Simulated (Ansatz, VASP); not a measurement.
**Co in VASP and in Ansatz**

The input INCAR:

```
PREC = Accurate
ENCUT = 520
EDIFF = 1E-7
ISMEAR = -1
SIGMA = 0.05
LREAL = F
LASPH = T
NELM = 150
ALGO = Normal
ISIF = 2
LWAVE = F
LCHARG = F
ISPIN = 2
MAGMOM = 1.634 1.634
LORBIT = 11
LMAXMIX = 4
GGA = PS
NBANDS = 20
```

The input KPOINTS:

```
Automatic mesh
0
Gamma
  24 24 13
```

The input POSCAR:

```
Co
1.0
    2.5176359445      0.0000000000      0.0000000000
   -1.2588179722      2.1803366854      0.0000000000
    0.0000000000      0.0000000000      4.0706760085
Co
2
Direct
    0.3333333333      0.6666666667      0.2500000000
    0.6666666667      0.3333333333      0.7500000000
```

Input for Ansatz:

```yaml
crystal:
  lattice:
    - [2.5176359445, 0.0, 0.0]
    - [-1.2588179722, 2.1803366854, 0.0]
    - [0.0, 0.0, 4.0706760085]
  atoms:
    - { symbol: Co, position: [0.3333333333, 0.6666666667, 0.25], spin: 1.634 }
    - { symbol: Co, position: [0.6666666667, 0.3333333333, 0.75], spin: 1.634 }
hamiltonian:
  xc: pbesol
  pseudopotentials:
    kind: paw
    azcp:
      Co: "pseudopotentials/Co.paw.azcp"
basis:
  ecutwfc: 420
  fft_grid_basis: typed
kpoints:
  mp_grid: { grid: [24, 24, 13], shift: [0, 0, 0] }
magnetization:
  spin_polarized: true
scf:
  occupations: { method: fermi_dirac, width: 0.05 }
output:
  stress: true
```

Alike in both runs: task single point; functional PBEsol; k mesh 24 × 24 × 13; occupations fermi-dirac, width 0.05 eV; collinear spin.

|  | VASP | Ansatz |
| --- | --- | --- |
| version | VASP 6.6.1 | Ansatz 0.2.0 |
| potentials or method | VASP PAW PBE potentials, release 64 (Co), cutoff 520 eV | plane waves (420 eV) with PAW, scalar-relativistic |
| valence electrons in the cell | 18 | 34 |

|  | VASP | Ansatz | Ansatz less VASP |
| --- | --- | --- | --- |
| pressure (GPa) | -15.7 | -15.2 | +0.49 |
| traceless stress, the component that is largest in VASP (GPa) | -0.14 | -0.01 | +0.128 |
| net moment per atom (μB) | 1.63 | 1.63 | +0.007 |
| size of the moment on the site where the two differ most (μB) | 1.65 | 1.71 | +0.059 |

VASP's potentials were made for PBE, not for PBEsol, and Ansatz warns of the same on its side. Site moments also hang on the region over which each program counts them. VASP's potentials hold 18 valence electrons a cell and Ansatz's 34, so a difference there can come from the potentials and not from the codes.
